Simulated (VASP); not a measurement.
Set up this calculation in VASP 6.6.1, as the native input.

| Item | Value |
| --- | --- |
| Task | single point |
| Functional | PBEsol |
| Potentials or basis | VASP PAW PBE potentials, release 64 (W_sv) |
| Cutoff | 520 eV |
| k mesh | 26 × 26 × 26 |
| Occupations | gaussian, width 0.15 eV |
| Spin | no spin polarisation |
| Dipole correction | no |
| Further INCAR settings | ALGO = Fast; EDIFF = 1e-07; NBANDS = 13 |

The structure of W lies in POSCAR:

```
W
1.0
    0.0000000000      1.9390258939      2.0289807034
    1.9390258939      0.0000000000      2.0289807034
    1.9390258939      1.9390258939      0.0000000000
W
1
Direct
    0.0000000000      0.0000000000      0.0000000000
```

This cell differs from its parent crystal: strain -0.030 along x and y, +0.015 along z.

The input as run:

INCAR

```
PREC = Accurate ; ENCUT = 520
EDIFF = 1E-7 ; ISMEAR = 0
SIGMA = 0.15 ; LREAL = False
LASPH = True ; NELM = 80
ALGO = Fast ; ISIF = 2
LWAVE = False ; LCHARG = False
GGA = PS ; NBANDS = 13
```

KPOINTS

```
Automatic mesh
0
Gamma
  26 26 26
```

Potentials or basis: VASP PAW PBE potentials, release 64 (W_sv).

Command:

```console
$ cat potpaw_PBE.64/W_sv/POTCAR > POTCAR
$ mpirun -np 1 vasp_std > vasp.out
```

It gave:

```
Pressure               : 16.2 GPa
Band gap on the k mesh : zero (band 7 reaches 15.18 eV, above the bottom of band 8 at 10.85 eV)
```

Caveat: the cell differs from its parent crystal (strain -0.030 along x and y, +0.015 along z); the PAW data sets were made with another functional, which shifts forces and pressure a little; spin-orbit coupling is left out, which moves the levels of the heavy elements.

Wall time 92 s on 1 thread of Intel(R) Xeon(R) 6975P-C (Granite Rapids), on a shared host, peak memory 0.35 GiB.
